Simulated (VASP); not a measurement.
Input of a VASP 6.6.1 run:

INCAR

```
ALGO     = Normal         # electronic algorithm
EDIFF    = 1E-6           # SCF threshold, eV
ENCUT    = 520            # plane-wave cutoff, eV
GGA      = CA             # functional
ISIF     = 2              # what is computed and relaxed
ISMEAR   = 0              # smearing method
LASPH    = T              # aspherical terms in the spheres
LCHARG   = F              # write CHGCAR
LREAL    = Auto         
LWAVE    = F              # write WAVECAR
NBANDS   = 98             # bands
NELM     = 80             # most SCF steps
PREC     = Accurate       # precision mode
SIGMA    = 0.01           # smearing width, eV
```

KPOINTS

```
k-points
0
Gamma
  3 3 2
```

The input POSCAR:

```
Sc3Al13N16
1.0
    6.3298093028     -0.0065991024     -0.0020031752
   -3.1706196417      5.4784761061      0.0020031752
   -0.0031327618      0.0018087009     10.0027103608
Al Sc N
13 3 16
Direct
    0.1663968198      0.3336031802      0.0039256038
    0.1649881118      0.8325713220      0.0034966053
    0.1648261180      0.8291277242      0.4962750151
    0.6674286780      0.3350118882      0.0034966053
    0.6708722758      0.3351738820      0.4962750151
    0.6674058013      0.8325941987     -0.0012525589
    0.3355693409      0.1644306591      0.2480206738
    0.3332023046      0.6699058239      0.2434681951
    0.3298996999      0.6656642852      0.7570223611
    0.8300941761      0.1667976954      0.2434681951
    0.8343357148      0.1701003001      0.7570223611
    0.8347823825      0.6652176175      0.2473581545
    0.8359289724      0.6640710276      0.7524540906
    0.1630061243      0.3369938757      0.4932565010
    0.6656782379      0.8343217621      0.4986788163
    0.3354511598      0.1645488402      0.7487785591
    0.1672827574      0.3327172426      0.1948711619
    0.1579873544      0.3420126456      0.6999769498
    0.1650702606      0.8334046042      0.1906163226
    0.1574072117      0.8119493248      0.6867442023
    0.6665953958      0.3349297394      0.1906163226
    0.6880506752      0.3425927883      0.6867442023
    0.6680672624      0.8319327376      0.1898639233
    0.6664409123      0.8335590877      0.7077953055
    0.3425206029      0.1574793971      0.4400819396
    0.3332948835      0.1667051165      0.9542637085
    0.3267631459      0.6796225062      0.4288696556
    0.3312244844      0.6671054792      0.9473105451
    0.8203774938      0.1732368541      0.4288696556
    0.8328945208      0.1687755156      0.9473105451
    0.8415735147      0.6584264853      0.4352696608
    0.8345836066      0.6654163934      0.9430517059
```

Potentials or basis: VASP PAW LDA potentials, release 64 (Al, Sc_sv, N).

Launch:

```console
$ cat potpaw_LDA.64/Al/POTCAR potpaw_LDA.64/Sc_sv/POTCAR potpaw_LDA.64/N/POTCAR > POTCAR
$ mpirun -np 1 vasp_std > vasp.out
```

(1) What does it give for the pressure?

(2) Predict the band gap on the k mesh.

(3) Predict the largest force.

Answers

(1) 0.8 GPa.

(2) 3.87 eV (least direct gap 3.89 eV).

(3) 0.072 eV/Å.
